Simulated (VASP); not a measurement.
Set up this calculation in VASP 6.6.1, as the native input.

```yaml
Task: single point
Functional: PBEsol
Potentials_or_basis: VASP PAW PBE potentials, release 64 (In_d)
Cutoff: 520 eV
k_mesh: 14 × 14 × 14
Occupations: fermi-dirac, width 0.05 eV
Spin: no spin polarisation
Dipole_correction: no
Further_INCAR_settings: ALGO = Normal; EDIFF = 1e-06; NBANDS = 26
```

The structure of In lies in POSCAR:

```
In
1.0
    1.7030295529      0.9832445708      8.2074632500
   -1.7030295529      0.9832445708      8.2074632500
    0.0000000000     -1.9664891416      8.2074632500
In
3
Direct
    0.0000000000      0.0000000000      0.0000000000
    0.7780122400      0.7780122400      0.7780122400
    0.2219877600      0.2219877600      0.2219877600
```

This cell differs from its parent crystal: equal xx and yy strain of +2 %.

The input as run:

INCAR

```
PREC = Accurate
ENCUT = 520
EDIFF = 1E-6
ISMEAR = -1
SIGMA = 0.05
LREAL = False
LASPH = True
NELM = 80
ALGO = Normal
ISIF = 2
LWAVE = False
LCHARG = False
GGA = PS
NBANDS = 26
```

KPOINTS

```
regular mesh
0
Gamma
  14 14 14
```

Potentials or basis: VASP PAW PBE potentials, release 64 (In_d).

The run is started by

```bash
$ cat potpaw_PBE.64/In_d/POTCAR > POTCAR
$ mpirun -np 1 vasp_std > vasp.out
```

Results of the run:

```json
{
  "Pressure": "-2.6 GPa",
  "Band gap on the k mesh": "zero (an odd number of electrons rules out a gap without spin polarisation)"
}
```

Caveat: the cell differs from its parent crystal (equal xx and yy strain of +2 %); the PAW data sets were made with another functional, which shifts forces and pressure a little; spin-orbit coupling is left out, which moves the levels of the heavy elements.

It took 75 min on 1 thread of Intel(R) Xeon(R) Platinum 8259CL CPU @ 2.50GHz (Skylake/Cascade Lake), on a shared host, peak memory 0.84 GiB.
